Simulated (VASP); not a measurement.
# MnSi7C8 (F-43m) in VASP: relaxation of the atoms with PBEsol+U

Aim: the relaxation of the atoms of MnSi7C8 with PBEsol+U.

Program: VASP 6.6.1. These are calculated values, not measurements. Logs are shortened: lines on timing, memory, paths and dates and some standing lists are left out, and cuts for length are marked.

## 1. The cell of the first run

Symmetry: F-43m, No. 216, cubic system. The conventional cell has a = 8.716 Å, b = 8.716 Å, c = 8.716 Å, α = 90.00°, β = 90.00°, γ = 90.00°. Mn (site symmetry -43m) has 4 C at 1.89 Å within 2.5 Å. Si (site symmetry 2mm) has 4 C at 1.89 Å within 2.5 Å. Si (site symmetry -43m) has 4 C at 1.89 Å within 2.5 Å. Within 2.5 Å of C (site symmetry 3m) lie 1 Mn at 1.89 Å and 3 Si at 1.89 Å. C (site symmetry 3m) has 4 Si at 1.89 Å within 2.5 Å.

## 2. Relaxation of the atoms, PBEsol+U, collinear spin, ferromagnetic start

Input file INCAR:

```
PREC = Accurate
ENCUT = 520
EDIFF = 1E-7
ISMEAR = 0
SIGMA = 0.05
LREAL = Auto
LASPH = T
NELM = 150
ALGO = Normal
ISIF = 2
LWAVE = F
LCHARG = F
ISPIN = 2
MAGMOM = 3 0 0 0 0 0 0 0 0 0 0 0 0 0 0 0
LORBIT = 11
LMAXMIX = 4
LDAU = T
LDAUTYPE = 2
LDAUL = 2 -1 -1
LDAUU = 3.5 0 0
LDAUJ = 0 0 0
LDAUPRINT = 1
GGA = PS
IBRION = 2
NSW = 50
EDIFFG = -0.03
```

Input file KPOINTS:

```
regular mesh
0
Gamma
  3 3 3
```

Input file POSCAR:

```
MnSi7C8
1.0
    0.0000000000      4.3580000000      4.3580000000
    4.3580000000      0.0000000000      4.3580000000
    4.3580000000      4.3580000000      0.0000000000
Mn Si C
1 7 8
Direct
    0.0000000000      0.0000000000      0.0000000000
    0.0000000000      0.0000000000      0.5000000000
    0.0000000000      0.5000000000      0.0000000000
    0.0000000000      0.5000000000      0.5000000000
    0.5000000000      0.0000000000      0.0000000000
    0.5000000000      0.0000000000      0.5000000000
    0.5000000000      0.5000000000      0.0000000000
    0.5000000000      0.5000000000      0.5000000000
    0.1250000000      0.1250000000      0.1250000000
    0.1250000000      0.1250000000      0.6250000000
    0.1250000000      0.6250000000      0.1250000000
    0.1250000000      0.6250000000      0.6250000000
    0.6250000000      0.1250000000      0.1250000000
    0.6250000000      0.1250000000      0.6250000000
    0.6250000000      0.6250000000      0.1250000000
    0.6250000000      0.6250000000      0.6250000000
```

Potentials or basis: VASP PAW PBE potentials, release 64 (Mn_pv, Si, C).

The run is started by

```console
$ cat potpaw_PBE.64/Mn_pv/POTCAR potpaw_PBE.64/Si/POTCAR potpaw_PBE.64/C/POTCAR > POTCAR
$ mpirun -np 1 vasp_std > vasp.out
```

OUTCAR:

```text
PREC = Accurate
   ENCUT = 520
   EDIFF = 1E-7
   ISMEAR = 0
   LREAL = Auto
   LASPH = T
   NELM = 150
   ISIF = 2
   ISPIN = 2
   LORBIT = 11
   GGA = PS
   IBRION = 2
   NSW = 50
   EDIFFG = -0.03

 ion  position               nearest neighbor table
   1  0.000  0.000  0.000-  10 1.89  11 1.89  13 1.89   9 1.89   3 3.08   5 3.08   2 3.08   2 3.08
                             4 3.08   6 3.08   3 3.08   4 3.08   7 3.08   5 3.08   6 3.08   7 3.08
   2  0.000  0.000  0.500-   9 1.89  12 1.89  14 1.89  10 1.89   4 3.08   6 3.08   1 3.08   1 3.08
                             3 3.08   5 3.08   3 3.08   4 3.08   8 3.08   5 3.08   6 3.08   8 3.08
   3  0.000  0.500  0.000-   9 1.89  12 1.89  15 1.89  11 1.89   4 3.08   7 3.08   1 3.08   2 3.08
                             4 3.08   8 3.08   1 3.08   2 3.08   5 3.08   5 3.08   7 3.08   8 3.08
   4  0.000  0.500  0.500-  10 1.89  11 1.89  16 1.89  12 1.89   3 3.08   8 3.08   2 3.08   1 3.08
                             3 3.08   7 3.08   1 3.08   2 3.08   6 3.08   6 3.08   7 3.08   8 3.08
   5  0.500  0.000  0.000-   9 1.89  14 1.89  15 1.89  13 1.89   6 3.08   7 3.08   1 3.08   2 3.08
                             6 3.08   8 3.08   3 3.08   7 3.08   8 3.08   1 3.08   2 3.08   3 3.08
   6  0.500  0.000  0.500-  10 1.89  13 1.89  16 1.89  14 1.89   5 3.08   8 3.08   2 3.08   1 3.08
                             5 3.08   7 3.08   4 3.08   7 3.08   8 3.08   1 3.08   2 3.08   4 3.08
   7  0.500  0.500  0.000-  11 1.89  13 1.89  16 1.89  15 1.89   5 3.08   8 3.08   3 3.08   4 3.08
                             6 3.08   8 3.08   1 3.08   5 3.08   6 3.08   1 3.08   3 3.08   4 3.08
   8  0.500  0.500  0.500-  12 1.89  14 1.89  15 1.89  16 1.89   6 3.08   7 3.08   4 3.08   3 3.08
                             5 3.08   7 3.08   2 3.08   5 3.08   6 3.08   2 3.08   3 3.08   4 3.08
   9  0.125  0.125  0.125-   2 1.89   3 1.89   5 1.89   1 1.89
  10  0.125  0.125  0.625-   1 1.89   4 1.89   6 1.89   2 1.89
  11  0.125  0.625  0.125-   1 1.89   4 1.89   7 1.89   3 1.89
  12  0.125  0.625  0.625-   2 1.89   3 1.89   8 1.89   4 1.89
  13  0.625  0.125  0.125-   1 1.89   6 1.89   7 1.89   5 1.89
  14  0.625  0.125  0.625-   2 1.89   5 1.89   8 1.89   6 1.89
  15  0.625  0.625  0.125-   3 1.89   5 1.89   8 1.89   7 1.89
  16  0.625  0.625  0.625-   4 1.89   6 1.89   7 1.89   8 1.89

  LATTYP: Found a face centered cubic cell.
 ALAT       =     8.7160000000

  Lattice vectors:

 A1 = (   0.0000000000,   4.3580000000,   4.3580000000)
 A2 = (   4.3580000000,   0.0000000000,   4.3580000000)
 A3 = (   4.3580000000,   4.3580000000,   0.0000000000)

Analysis of symmetry for initial positions (statically):
=====================================================================
 Subroutine PRICEL returns:
[... 410 lines left out ...]
  0.2568 -0.0000 -0.0000 -0.0000 -0.0000
 -0.0000  0.2568  0.0000 -0.0000 -0.0000
 -0.0000  0.0000  0.0535  0.0000 -0.0000
 -0.0000 -0.0000  0.0000  0.2568 -0.0000
 -0.0000 -0.0000 -0.0000 -0.0000  0.0535

 occupancies and eigenvectors

  o =  0.0535  v =  0.0000  0.0000  0.0000  0.0000  0.0000  0.0000 -0.0000  0.9997 -0.0000  0.0226      0.0000  0.0000  0.0000  0.0000  0.0000  0.0000  0.0000  0.0000  0.0000  0.0000
  o =  0.0535  v =  0.0000  0.0000  0.0000  0.0000  0.0000  0.0000 -0.0000 -0.0226  0.0000  0.9997      0.0000  0.0000  0.0000  0.0000  0.0000  0.0000  0.0000  0.0000  0.0000  0.0000
  o =  0.2568  v =  0.0000  0.0000  0.0000  0.0000  0.0000  0.0000 -0.9997 -0.0000 -0.0259 -0.0000      0.0000  0.0000  0.0000  0.0000  0.0000  0.0000  0.0000  0.0000  0.0000  0.0000
  o =  0.2568  v =  0.0000  0.0000  0.0000  0.0000  0.0000  1.0000  0.0000  0.0000  0.0000  0.0000      0.0000  0.0000  0.0000  0.0000  0.0000  0.0000  0.0000  0.0000  0.0000  0.0000
  o =  0.2568  v =  0.0000  0.0000  0.0000  0.0000  0.0000  0.0000 -0.0259  0.0000  0.9997 -0.0000      0.0000  0.0000  0.0000  0.0000  0.0000  0.0000  0.0000  0.0000  0.0000  0.0000
  o =  0.7932  v =  1.0000  0.0000  0.0000  0.0000  0.0000  0.0000  0.0000  0.0000  0.0000  0.0000      0.0000  0.0000  0.0000  0.0000  0.0000  0.0000  0.0000  0.0000  0.0000  0.0000
  o =  0.7932  v =  0.0000  0.0431  0.0000 -0.9991  0.0000  0.0000  0.0000  0.0000  0.0000  0.0000      0.0000  0.0000  0.0000  0.0000  0.0000  0.0000  0.0000  0.0000  0.0000  0.0000
  o =  0.7932  v =  0.0000  0.9991  0.0000  0.0431  0.0000  0.0000  0.0000  0.0000  0.0000  0.0000      0.0000  0.0000  0.0000  0.0000  0.0000  0.0000  0.0000  0.0000  0.0000  0.0000
  o =  0.9275  v =  0.0000 -0.0000 -0.0000  0.0000  1.0000  0.0000  0.0000  0.0000  0.0000  0.0000      0.0000  0.0000  0.0000  0.0000  0.0000  0.0000  0.0000  0.0000  0.0000  0.0000
  o =  0.9275  v =  0.0000  0.0000 -1.0000 -0.0000 -0.0000  0.0000  0.0000  0.0000  0.0000  0.0000      0.0000  0.0000  0.0000  0.0000  0.0000  0.0000  0.0000  0.0000  0.0000  0.0000

--------------------------------------- Ionic step        5  -------------------------------------------

 number of electron      73.0000015 magnetization       3.0000004

 Free energy of the ion-electron system (eV)
  ---------------------------------------------------
  ext. energy  EPLUGINS =         0.00000000
  ---------------------------------------------------
  free energy    TOTEN  =      -125.61969782 eV

  energy without entropy =     -125.61728044  energy(sigma->0) =     -125.61848913

 E-fermi :   8.5133     XC(G=0): -11.6127

 val. band max:        8.3883418908   @ k =   0.3333   0.3333   0.0000
 cond. band min:       8.5621661668   @ k =  -0.3333   0.3333   0.0000
 fundamental gap:      0.1738242760
 Fermi energy:         8.5132935131

 spin component 1

 k-point     1 :       0.0000    0.0000    0.0000
  band No.  band energies     occupation
      1     -41.1095      1.00000
      2     -41.1095      1.00000
      3     -41.1095      1.00000
      4      -7.3441      1.00000
      5      -3.9149      1.00000
      6      -3.9149      1.00000
[... 189 lines left out ...]
     46      13.6019      0.00000
     47      13.8281      0.00000
 Fermi energy:         8.5132935131

 spin component 2

 k-point     1 :       0.0000    0.0000    0.0000
  band No.  band energies     occupation
      1     -37.5065      1.00000
      2     -37.5065      1.00000
      3     -37.5065      1.00000
      4      -7.3594      1.00000
      5      -3.9328      1.00000
      6      -3.9328      1.00000
[... 232 lines left out ...]
  FREE ENERGIE OF THE ION-ELECTRON SYSTEM (eV)
  ---------------------------------------------------
  free  energy   TOTEN  =      -125.6196978248 eV

  energy  without entropy=     -125.6172804444  energy(sigma->0) =     -125.61848913

 reached required accuracy - stopping structural energy minimisation

 total charge

# of ion       s       p       d       tot
------------------------------------------
    1        0.426   6.368   5.080  11.875
    2        0.709   0.983   0.000   1.691
    3        0.709   0.983   0.000   1.691
    4        0.709   0.983   0.000   1.691
    5        0.709   0.983   0.000   1.691
    6        0.709   0.983   0.000   1.691
[... 8 lines left out ...]
   15        0.833   1.704   0.000   2.538
   16        0.833   1.704   0.000   2.538
--------------------------------------------------
tot         12.153  26.674   5.080  43.908

 magnetization (x)

# of ion       s       p       d       tot
------------------------------------------
    1        0.026  -0.003   3.352   3.375
    2        0.006   0.010   0.000   0.016
    3        0.006   0.010   0.000   0.016
    4        0.006   0.010   0.000   0.016
    5        0.006   0.010   0.000   0.016
    6        0.006   0.010   0.000   0.016
[... 8 lines left out ...]
   15       -0.000  -0.002   0.000  -0.002
   16       -0.000  -0.002   0.000  -0.002
--------------------------------------------------
tot          0.044  -0.409   3.352   2.987
```

OSZICAR:

```text
N       E                     dE             d eps       ncg     rms          rms(c)
DAV:   1     0.394155624728E+03    0.39416E+03   -0.34797E+04   808   0.147E+03
DAV:   2    -0.985452471652E+02   -0.49270E+03   -0.47029E+03   854   0.313E+02
[... 57 lines left out ...]
DAV:   4    -0.125619705128E+03    0.41301E-04   -0.12414E-04   955   0.714E-02    0.281E-02
DAV:   5    -0.125619700168E+03    0.49598E-05   -0.88917E-05   853   0.422E-02    0.130E-02
DAV:   6    -0.125619698049E+03    0.21198E-05   -0.13208E-05   977   0.219E-02    0.106E-02
DAV:   7    -0.125619697627E+03    0.42172E-06   -0.67762E-06  1081   0.171E-02    0.307E-03
DAV:   8    -0.125619697804E+03   -0.17712E-06   -0.14924E-06   830   0.561E-03    0.152E-03
DAV:   9    -0.125619697825E+03   -0.20736E-07   -0.56948E-08   418   0.150E-03
   5 F= -.12561970E+03 E0= -.12561849E+03  d E =-.268503E-02  mag=     3.0000
```

CONTCAR:

```text
MnSi7C8
   1.00000000000000
     0.0000000000000000    4.3579999999999997    4.3579999999999997
     4.3579999999999997    0.0000000000000000    4.3579999999999997
     4.3579999999999997    4.3579999999999997    0.0000000000000000
  Mn              Si              C
     1     7     8
Direct
     0.0000000000000000    0.0000000000000000    0.0000000000000000
     0.9988241443474464    0.9988241443474464    0.5011758556525536
     0.9988241443474464    0.5011758556525536    0.9988241443474464
     0.9988241443474464    0.5011758556525536    0.5011758556525536
     0.5011758556525536    0.9988241443474464    0.9988241443474464
     0.5011758556525536    0.9988241443474464    0.5011758556525536
[... 8 lines left out ...]
     0.6249093301666557    0.6249093301666557    0.1252720095000328
     0.6249093301666557    0.6249093301666557    0.6249093301666557

  0.00000000E+00  0.00000000E+00  0.00000000E+00
  0.00000000E+00  0.00000000E+00  0.00000000E+00
  0.00000000E+00  0.00000000E+00  0.00000000E+00
  0.00000000E+00  0.00000000E+00  0.00000000E+00
  0.00000000E+00  0.00000000E+00  0.00000000E+00
  0.00000000E+00  0.00000000E+00  0.00000000E+00
[... 8 lines left out ...]
  0.00000000E+00  0.00000000E+00  0.00000000E+00
  0.00000000E+00  0.00000000E+00  0.00000000E+00
```

Wall time 8.5 min (1 thread of Intel Xeon Platinum 8488C (Sapphire Rapids), shared host); peak memory 0.42 GiB.

What came out:

* Free energy: -125.6197 eV
* Energy gained by relaxing: 16.7 meV/atom
* Ionic steps: 5
* Pressure after relaxing: 4.5 GPa
* Band gap on the k mesh: zero (filled and empty bands overlap)
* Net moment: 3.00 μB per cell
* Site moments: Mn +3.38; Si +0.02, +0.00 (each value once); C -0.12, -0.00 (each value once) μB
* Valence electrons inside the program's atomic spheres: Mn 11.88; Si 1.69, 1.68 (each value once); C 2.51, 2.54 (each value once)

Step by step:
```
step  energy change (eV)  largest force (eV/Å)  pressure (GPa)
   1              0.0000                1.7328            4.00
   2             -0.2602                0.2438            4.48
   3             -0.2648                0.1749            4.40
   4             -0.2661                0.1262            4.52
   5             -0.2674                0.0030            4.47
```

Final structure:
```
Mn Si C
1.0
     0.00000    4.35800    4.35800
     4.35800    0.00000    4.35800
     4.35800    4.35800    0.00000
Mn Si C
1 7 8
Direct
  0.00000 0.00000 0.00000
  0.99882 0.99882 0.50118
  0.99882 0.50118 0.99882
  0.99882 0.50118 0.50118
  0.50118 0.99882 0.99882
  0.50118 0.99882 0.50118
  0.50118 0.50118 0.99882
  0.50000 0.50000 0.50000
  0.13003 0.13003 0.13003
  0.13003 0.13003 0.60992
  0.13003 0.60992 0.13003
  0.12527 0.62491 0.62491
  0.60992 0.13003 0.13003
  0.62491 0.12527 0.62491
  0.62491 0.62491 0.12527
  0.62491 0.62491 0.62491
```

Eigenvalues of the final occupation matrices:
```csv
site,spin,trace,eigenvalues
site 1 d,1,4.23,0.79 0.79 0.79 0.93 0.93
site 1 d,2,0.88,0.05 0.05 0.26 0.26 0.26
```

Caveat: the k points lie up to 0.42 Å⁻¹ apart, too coarse for converged energies and pressures of a metal; the PAW data sets were made with another functional, which shifts forces and pressure a little; the U is typed as a test and isn't derived for this compound. The state reached can hang on the start; a lower one may exist.

The gap in the log of VASP goes by the Fermi energy; the results here count the filled bands.